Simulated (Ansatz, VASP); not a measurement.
# InCu3O3 in VASP and in Ansatz

```
CELL_PARAMETERS angstrom
3.19042 1.84199 5.06012
-3.19042 1.84199 5.06012
0.00000 -3.68398 5.06012
ATOMIC_POSITIONS crystal
In 0.50000 0.50000 0.50000
In 0.00000 0.00000 0.00000
Cu 0.50000 0.00000 0.00000
Cu 0.50000 0.50000 0.00000
Cu 0.00000 0.00000 0.50000
Cu 0.50000 0.00000 0.50000
Cu 0.00000 0.50000 0.50000
Cu 0.00000 0.50000 0.00000
O 0.33669 0.75000 0.16331
O 0.66331 0.25000 0.83669
O 0.75000 0.16331 0.33669
O 0.25000 0.83669 0.66331
O 0.83669 0.66331 0.25000
O 0.16331 0.33669 0.75000
```

Alike in both runs: functional PBE; k mesh 3 × 3 × 3; occupations gaussian, width 0.15 eV; collinear spin.

Ansatz relaxed the structure, and its values are those at the end. VASP's run is a single point on that final structure, the one shown.

```csv
,VASP,Ansatz
version,VASP 6.6.1,Ansatz 0.2.0
potentials or method,"VASP PAW PBE potentials, release 64 (In_d, Cu, O), cutoff 520 eV","scalar-relativistic, plane waves, PAW"
valence electrons in the cell,128,176
```

```tsv
	VASP	Ansatz	Ansatz less VASP
gap on the k mesh at the Fermi level (eV)	none	none	-
pressure (GPa)	0.8	0.3	-0.47
rms of the force components (eV/Å)	0.038	0.005	-0.0332
net moment per atom (μB)	0.00	0.00	0.000
```

A gap of «none» marks a metal or a gap that the smearing closes. VASP's potentials hold 128 valence electrons a cell and Ansatz's 176, so a difference there can come from the potentials and not from the codes. Ansatz's warnings: seeded moment not kept.

The k mesh is coarse, so the values compare programs but aren't converged.
